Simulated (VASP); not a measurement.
K2Sm:

```
CELL_PARAMETERS angstrom
8.74429 0.00000 0.00000
0.00000 8.74429 0.00000
0.00000 0.00000 8.74429
ATOMIC_POSITIONS crystal
K 0.25000 0.75000 0.25000
K 0.75000 0.25000 0.25000
K 0.25000 0.25000 0.75000
K 0.75000 0.75000 0.75000
Sm 0.00000 0.00000 0.00000
Sm 0.50000 0.50000 0.50000
```

The cell was generated, and may not be a known phase.

```yaml
Program: VASP 6.6.1
Task: relaxation of cell and atoms
Functional: PBE
Potentials_or_basis: VASP PAW PBE potentials, release 64 (K_sv, Sm_3), 4f in core
Cutoff: 500 eV
k_mesh: 4 × 4 × 4
Occupations: gaussian, width 0.1 eV
Spin: no spin polarisation
```

At the start: pressure 0.2 GPa; volume 111.44 Å³/atom.

Task: Where does the relaxation end?

Result: Over 5 steps the energy falls by 8.2 meV/atom and the volume is 127.26 Å³/atom (+14.2 %); space group Pn-3m (No. 224, to 0.1 Å) before and after.

Step by step:
```tsv
step	energy change (eV)	largest force (eV/Å)	pressure (GPa)	volume (Å³)
1	0.0000	0.0000	0.18	668.61
2	-0.0123	0.0000	0.15	680.64
3	-0.0385	0.0000	0.08	717.60
4	-0.0443	0.0000	-0.05	795.48
5	-0.0491	0.0000	0.00	763.59
```

Final structure:
```
K Sm
1.0
     9.14014    0.00000    0.00000
     0.00000    9.14014    0.00000
     0.00000    0.00000    9.14014
K Sm
4 2
Cartesian
  2.2850 6.8551 2.2850
  6.8551 2.2850 2.2850
  2.2850 2.2850 6.8551
  6.8551 6.8551 6.8551
  0.0000 0.0000 0.0000
  4.5701 4.5701 4.5701
```

Caveat: the highest band is partly filled, so the run has too few bands.
